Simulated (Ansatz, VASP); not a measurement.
## LiNbP2: VASP beside Ansatz

```xyz
4
Lattice="3.6239 0.0000 0.0000 -1.8120 3.1384 0.0000 0.0000 0.0000 5.4397" Properties=species:S:1:pos:R:3 pbc="T T T"
Li    0.0000    0.0000    0.0000
Nb    0.0000    0.0000    2.7199
P     0.0000    2.0923    1.2610
P     0.0000    2.0923    4.1787
```

Alike in both runs: functional PBE; k mesh 12 × 12 × 8; occupations gaussian, width 0.01 eV; no spin polarisation.

Ansatz relaxed the structure, and its values are those at the end. VASP's run is a single point on that final structure, the one shown.

```csv
,VASP,Ansatz
version,VASP 6.6.1,Ansatz 0.2.0
potentials or method,"VASP PAW PBE potentials, release 64 (Li_sv, Nb_sv, P), cutoff 520 eV","scalar-relativistic, plane waves, PAW"
valence electrons in the cell,26,26
```

|  | VASP | Ansatz | Ansatz less VASP |
| --- | --- | --- | --- |
| gap on the k mesh at the Fermi level (eV) | none | none | - |
| rms of the force components (eV/Å) | 0.007 | 0.001 | -0.0055 |

A gap of «none» marks a metal or a gap that the smearing closes. With one functional, cell and mesh, what is left measures potentials, basis and numerics.

Noted on VASP's run: the cutoff is short for stress, so the pressure is rough.
